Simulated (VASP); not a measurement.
A run of VASP 6.6.1:

INCAR

```
ALGO     = Normal         # electronic algorithm
EDIFF    = 1E-6           # SCF threshold, eV
EDIFFG   = -0.0325        # ionic threshold
ENCUT    = 600            # plane-wave cutoff, eV
GGA      = PE             # functional
IBRION   = 2              # ionic algorithm
ISIF     = 3              # what is computed and relaxed
ISMEAR   = 0              # smearing method
LASPH    = True           # aspherical terms in the spheres
LCHARG   = False          # write CHGCAR
LREAL    = False          # projectors in reciprocal space
LWAVE    = False          # write WAVECAR
NELM     = 100            # most SCF steps
NSW      = 90             # ionic steps
PREC     = Accurate       # precision mode
SIGMA    = 0.1            # smearing width, eV
```

KPOINTS

```
k-points
0
Gamma
  6 6 4
```

POSCAR

```
Ta
1.0
    1.7137446454     -2.3860997252      0.0000000000
    1.7137446454      2.3860997252      0.0000000000
    0.0000000000      0.0000000000      4.7930437401
Ta
2
Direct
    0.0000000000      0.5000000000      0.2645313067
    0.5000000000      0.0000000000      0.7354686933
```

Potentials or basis: VASP PAW PBE potentials, release 64 (Ta_pv).

Command:

```bash
$ cat potpaw_PBE.64/Ta_pv/POTCAR > POTCAR
$ mpirun -np 1 vasp_std > vasp.out
```

Hardware: 1 thread of Intel(R) Xeon(R) 6975P-C (Granite Rapids), on a shared host.

Problem. How long does it take, and how much memory?

Solution. Run time: 110 s on 1 thread of Intel(R) Xeon(R) 6975P-C (Granite Rapids) (shared host), peak memory 0.18 GiB. Counts: scf iterations 72, k points 39, ion steps 10.
